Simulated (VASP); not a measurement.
# Sr2O5 (cubic X2O5 type) (Pn-3m) in VASP: further runs

Runs on Sr2O5 (cubic X2O5 type). Level: PBE. Tasks: single point.

Program: VASP 6.6.1. These are calculated values, not measurements. Logs are shortened: lines on timing, memory, paths and dates and some standing lists are left out, and cuts for length are marked.

## (1) The cell of the first run

Symmetry: Pn-3m, No. 224, cubic system. The conventional cell has a = 5.881 Å, b = 5.881 Å, c = 5.881 Å, α = 90.00°, β = 90.00°, γ = 90.00°. Sr (site symmetry -3m) has 12 O at 2.55 to 2.94 Å within 3.4 Å. Within 3.4 Å of O (site symmetry -3m) lie 6 O at 2.55 Å and 6 Sr at 2.94 Å. Within 3.4 Å of O (site symmetry -42m) lie 4 Sr at 2.55 Å and 8 O at 2.55 to 2.94 Å.

## (2) Single point, PBE

INCAR reads:

```
SYSTEM = Sr2O5
PREC = Accurate ; ENCUT = 520
EDIFF = 1E-6 ; ISMEAR = -1
SIGMA = 0.06122561905347299 ; LREAL = .False.
LASPH = .True. ; NELM = 60
ALGO = Normal ; ISIF = 2
LWAVE = .False. ; LCHARG = .True.
GGA = PE ; LELF = .True.
LVHAR = .True. ; NBANDS = 63
```

KPOINTS reads:

```
regular mesh
0
Gamma
  7 7 7
  0 0 0
```

POSCAR reads:

```
Sr2O5
1.0
    5.8808197480      0.0000000000      0.0000000000
    0.0000000000      5.8808197480      0.0000000000
    0.0000000000      0.0000000000      5.8808197480
Sr O
4 10
Direct
    0.0000000000      0.0000000000      0.0000000000
    0.5000000000      0.5000000000      0.0000000000
    0.5000000000      0.0000000000      0.5000000000
    0.0000000000      0.5000000000      0.5000000000
    0.5000000000      0.0000000000      0.0000000000
    0.0000000000      0.5000000000      0.0000000000
    0.0000000000      0.0000000000      0.5000000000
    0.5000000000      0.5000000000      0.5000000000
    0.7500000000      0.7500000000      0.2500000000
    0.7500000000      0.2500000000      0.7500000000
    0.2500000000      0.7500000000      0.7500000000
    0.7500000000      0.2500000000      0.2500000000
    0.2500000000      0.7500000000      0.2500000000
    0.2500000000      0.2500000000      0.7500000000
```

Potentials or basis: VASP PAW PBE potentials, release 64 (Sr_sv, O).

Launch:

```bash
$ cat potpaw_PBE.64/Sr_sv/POTCAR potpaw_PBE.64/O/POTCAR > POTCAR
$ mpirun -np 1 vasp_std > vasp.out
```

OUTCAR:

```text
SYSTEM = Sr2O5
   PREC = Accurate
   ENCUT = 520
   EDIFF = 1E-6
   ISMEAR = -1
   LREAL = .False.
   LASPH = .True.
   NELM = 60
   ISIF = 2
   GGA = PE

 ion  position               nearest neighbor table
   1  0.000  0.000  0.000-   9 2.55  10 2.55  11 2.55  12 2.55  13 2.55  14 2.55   5 2.94   6 2.94
                             7 2.94   7 2.94   6 2.94   5 2.94   3 4.16   4 4.16   2 4.16   2 4.16
   2  0.500  0.500  0.000-   9 2.55  10 2.55  11 2.55  12 2.55  13 2.55  14 2.55   5 2.94   6 2.94
                             8 2.94   8 2.94   5 2.94   6 2.94   3 4.16   4 4.16   1 4.16   1 4.16
   3  0.500  0.000  0.500-   9 2.55  10 2.55  11 2.55  12 2.55  13 2.55  14 2.55   5 2.94   7 2.94
                             8 2.94   5 2.94   8 2.94   7 2.94   1 4.16   2 4.16   1 4.16   2 4.16
   4  0.000  0.500  0.500-   9 2.55  10 2.55  11 2.55  12 2.55  13 2.55  14 2.55   6 2.94   7 2.94
                             8 2.94   6 2.94   7 2.94   8 2.94   1 4.16   2 4.16   1 4.16   1 4.16
   5  0.500  0.000  0.000-   1 2.94   2 2.94   3 2.94   3 2.94   2 2.94   1 2.94
   6  0.000  0.500  0.000-   1 2.94   2 2.94   4 2.94   4 2.94   1 2.94   2 2.94
   7  0.000  0.000  0.500-   1 2.94   3 2.94   4 2.94   1 2.94   4 2.94   3 2.94
   8  0.500  0.500  0.500-   2 2.94   3 2.94   4 2.94   2 2.94   3 2.94   4 2.94
   9  0.750  0.750  0.250-   1 2.55   2 2.55   3 2.55   4 2.55
  10  0.750  0.250  0.750-   1 2.55   2 2.55   3 2.55   4 2.55
  11  0.250  0.750  0.750-   1 2.55   2 2.55   3 2.55   4 2.55
  12  0.750  0.250  0.250-   1 2.55   2 2.55   3 2.55   4 2.55
  13  0.250  0.750  0.250-   1 2.55   2 2.55   3 2.55   4 2.55
  14  0.250  0.250  0.750-   1 2.55   2 2.55   3 2.55   4 2.55

  LATTYP: Found a simple cubic cell.
 ALAT       =     5.8808197480

  Lattice vectors:

 A1 = (   5.8808197480,   0.0000000000,   0.0000000000)
 A2 = (   0.0000000000,   5.8808197480,   0.0000000000)
 A3 = (   0.0000000000,   0.0000000000,   5.8808197480)

Analysis of symmetry for initial positions (statically):
=====================================================================
 Subroutine PRICEL returns:
 Original cell was already a primitive cell.

 Routine SETGRP: Setting up the symmetry group for a
 simple cubic supercell.

 Subroutine GETGRP returns: Found 48 space group operations
 (whereof 12 operations were pure point group operations)
 out of a pool of 48 trial point group operations.

The static configuration has the point symmetry D_3d.
 The point group associated with its full space group is O_h .

Analysis of symmetry for dynamics (positions and initial velocities):
=====================================================================
 Subroutine PRICEL returns:
 Original cell was already a primitive cell.

 Routine SETGRP: Setting up the symmetry group for a
 simple cubic supercell.

 Subroutine GETGRP returns: Found 48 space group operations
 (whereof 12 operations were pure point group operations)
 out of a pool of 48 trial point group operations.

The dynamic configuration has the point symmetry D_3d.
 The point group associated with its full space group is O_h .

 Subroutine INISYM returns: Found 48 space group operations
 (whereof 12 operations are pure point group operations),
 and found     1 'primitive' translations

----------------------------------------------------------------------------------------

                                     Primitive cell

  volume of cell :     203.3825

  direct lattice vectors                    reciprocal lattice vectors
     5.880819748  0.000000000  0.000000000     0.170044321  0.000000000  0.000000000
     0.000000000  5.880819748  0.000000000     0.000000000  0.170044321  0.000000000
     0.000000000  0.000000000  5.880819748     0.000000000  0.000000000  0.170044321

  length of vectors
     5.880819748  5.880819748  5.880819748     0.170044321  0.170044321  0.170044321

  position of ions in fractional coordinates (direct lattice)
     0.000000000  0.000000000  0.000000000
     0.500000000  0.500000000  0.000000000
     0.500000000  0.000000000  0.500000000
     0.000000000  0.500000000  0.500000000
[... 38 lines left out ...]
  Cartesian coordinates                     Fractional coordinates (reciprocal lattice)
     0.024292046  0.000000000  0.000000000     0.142857143  0.000000000  0.000000000
     0.000000000  0.024292046  0.000000000     0.000000000  0.142857143  0.000000000
     0.000000000  0.000000000  0.024292046     0.000000000  0.000000000  0.142857143

  Length of vectors
     0.024292046  0.024292046  0.024292046

  Shift w.r.t. Gamma in fractional coordinates (k-lattice)
     0.000000000  0.000000000  0.000000000

 Subroutine IBZKPT returns following result:
 ===========================================

 Found     20 irreducible k-points:

 Following reciprocal coordinates:
            Coordinates               Weight
  0.000000  0.000000  0.000000      1.000000
  0.142857  0.000000  0.000000      6.000000
  0.285714  0.000000  0.000000      6.000000
  0.428571  0.000000  0.000000      6.000000
  0.142857  0.142857  0.000000     12.000000
  0.285714  0.142857  0.000000     24.000000
[... 12 lines left out ...]
  0.428571  0.428571  0.285714     24.000000
  0.428571  0.428571  0.428571      8.000000
   k-points           NKPTS =     20   k-points in BZ     NKDIM =     20   number of bands    NBANDS=     63
   number of dos      NEDOS =    301   number of ions     NIONS =     14
   total plane-waves  NPLWV = 110592
   dimension x,y,z NGX =    48 NGY =   48 NGZ =   48
   dimension x,y,z NGXF=    96 NGYF=   96 NGZF=   96
   ions per type =               4  10
   NGX,Y,Z   is equivalent  to a cutoff of  13.57, 13.57, 13.57 a.u.
   NGXF,Y,Z  is equivalent  to a cutoff of  27.14, 27.14, 27.14 a.u.
 SYSTEM =  Sr2O5
   PREC   = accura    normal or accurate (medium, high low for compatibility)
   ISTART =      0    job   : 0-new  1-cont  2-samecut
   ICHARG =      2    charge: 1-file 2-atom 10-const
   ISPIN  =      1    spin polarized calculation?
   LNONCOLLINEAR =      F non collinear calculations
   LSORBIT =      F    spin-orbit coupling
   LASPH  =      T    aspherical Exc in radial PAW
   ENCUT  =  520.0 eV  38.22 Ry    6.18 a.u.  10.93 10.93 10.93*2*pi/ulx,y,z
   NELM   =     60;   NELMIN=  2; NELMDL= -5     # of ELM steps
   EDIFF  = 0.1E-05   stopping-criterion for ELM
   LREAL  =      F    real-space projection
   EDIFFG = 0.1E-04   stopping-criterion for IOM
   NSW    =      0    number of steps for IOM
   IBRION =     -1    ionic relax: 0-MD 1-quasi-New 2-CG
   NFREE  =      0    steps in history (QN), initial steepest desc. (CG)
   ISIF   =      2    stress and relaxation
   ISYM   =      2    0-nonsym 1-usesym 2-fastsym
   POTIM  = 0.5000    time-step for ionic-motion
   TEBEG  =    0.0;   TEEND  =   0.0 temperature during run
   PSTRESS=    0.0 pullay stress
   NELECT =     100.0000    total number of electrons
   NUPDOWN=      -1.0000    fix difference up-down
   EMIN   =  10.00;   EMAX   =-10.00  energy-range for DOS
   EFERMI =   0.00;   METHOD = LEGACY
   ISMEAR =    -1;   SIGMA  =   0.06  broadening in eV -4-tet -1-fermi 0-gaus
   EFERMI_NEDOS =   21; number of points for ismear=-14 and -15
   IALGO  =     38    algorithm
   IMIX   =      4    mixing-type and parameters
     AMIX     =   0.40;   BMIX     =  1.00
     AMIX_MAG =   1.60;   BMIX_MAG =  1.00
  volume/ion in A,a.u.               =      14.53        98.04
  Fermi-wavevector in a.u.,A,eV,Ry     =   1.292122  2.441757 22.716016  1.669580
  Thomas-Fermi vector in A             =   2.423850
   LORBIT       =      0    0 simple, 1 ext, 2 COOP (PROOUT), +10 PAW based schemes
   GGA     = PE    functional components
   LHFCALC =     F    Hartree Fock is set to
   AEXX    =    0.0000 exact exchange contribution
   IVDW    =     0    specifies the selected vdW correction
   LEPSILON=     F    determine dielectric tensor
   LRPA    =     F    only Hartree local field effects (RPA)
 non-spin polarized calculation
  energy-cutoff  :      520.00
  volume of cell :      203.38
 maximum number of plane-waves:      5502
 NGX is ok and might be reduce to    48
   NGX = 21   NGY = 21   NGZ = 21

 number of electron     100.0000000 magnetization

 number of electron      99.9999931 magnetization

 Free energy of the ion-electron system (eV)
  ---------------------------------------------------
  ext. energy  EPLUGINS =         0.00000000
  ---------------------------------------------------
  free energy    TOTEN  =       -65.81878337 eV

  energy without entropy =      -65.46845404  energy(sigma->0) =      -65.64361870

 E-fermi :   0.7266     XC(G=0):  -9.9863

 val. band max:        0.7246509047   @ k =   0.1429   0.1429   0.0000
 cond. band min:       0.7270075313   @ k =   0.4286   0.2857   0.1429
 fundamental gap:      0.0023566266
 Fermi energy:         0.7265956722

 k-point     1 :       0.0000    0.0000    0.0000
  band No.  band energies     occupation
      1     -31.3734      2.00000
      2     -31.3235      2.00000
      3     -31.3235      2.00000
      4     -31.3235      2.00000
      5     -16.4030      2.00000
      6     -16.3309      2.00000
[... 1289 lines left out ...]
     61       9.0761      0.00000
     62      10.0642      0.00000
 [bands above 62 left out]

------------------------ aborting loop because EDIFF is reached ----------------------------------------

  FORCE on cell =-STRESS in cart. coord.  units (eV):
  Direction    XX          YY          ZZ          XY          YZ          ZX
  --------------------------------------------------------------------------------------
  -------------------------------------------------------------------------------------
  Total       -3.1729447     -3.1729447     -3.1729447      0.0000000     -0.0000000      0.0000000
  in kB      -24.9953648    -24.9953648    -24.9953648      0.0000000     -0.0000000      0.0000000
  external PRESSURE =     -24.9953648 kB  Pullay stress =       0.0000000 kB

 VOLUME and BASIS-vectors are now :
 -----------------------------------------------------------------------------
  energy-cutoff  :      520.00
  volume of cell :      203.38
      direct lattice vectors                 reciprocal lattice vectors
     5.880819748  0.000000000  0.000000000     0.170044321  0.000000000  0.000000000
     0.000000000  5.880819748  0.000000000     0.000000000  0.170044321  0.000000000
     0.000000000  0.000000000  5.880819748     0.000000000  0.000000000  0.170044321

 POSITION                                       TOTAL-FORCE (eV/Angst)
 -----------------------------------------------------------------------------------
      0.00000      0.00000      0.00000         0.000000     -0.000000     -0.000000
      2.94041      2.94041      0.00000         0.000000     -0.000000     -0.000000
      2.94041      0.00000      2.94041         0.000000     -0.000000     -0.000000
      0.00000      2.94041      2.94041         0.000000     -0.000000     -0.000000
      2.94041      0.00000      0.00000         0.000000     -0.000000     -0.000000
      0.00000      2.94041      0.00000         0.000000     -0.000000     -0.000000
      0.00000      0.00000      2.94041         0.000000     -0.000000     -0.000000
      2.94041      2.94041      2.94041         0.000000     -0.000000     -0.000000
      4.41061      4.41061      1.47020         0.000000      0.000000     -0.000000
      4.41061      1.47020      4.41061         0.000000      0.000000     -0.000000
      1.47020      4.41061      4.41061        -0.000000     -0.000000      0.000000
      4.41061      1.47020      1.47020        -0.000000     -0.000000      0.000000
      1.47020      4.41061      1.47020        -0.000000      0.000000      0.000000
      1.47020      1.47020      4.41061        -0.000000     -0.000000     -0.000000
 -----------------------------------------------------------------------------------
    total drift:                               -0.000000      0.000000      0.000000

  FREE ENERGIE OF THE ION-ELECTRON SYSTEM (eV)
  ---------------------------------------------------
  free  energy   TOTEN  =       -65.8187833686 eV

  energy  without entropy=      -65.4684540402  energy(sigma->0) =      -65.64361870
```

Wall time 5.6 min (1 thread of Intel Xeon Platinum 8559C (Emerald Rapids), shared host); peak memory 0.42 GiB.

What came out:

```
Free energy            : -65.8188 eV
Pressure               : -2.5 GPa
Band gap on the k mesh : zero (bands 50 and 51 overlap by 0.17 eV)
```

Caveat: semilocal functionals underestimate gaps, so a narrow gap can read as zero.

(Part 1 of 2 ends here.)
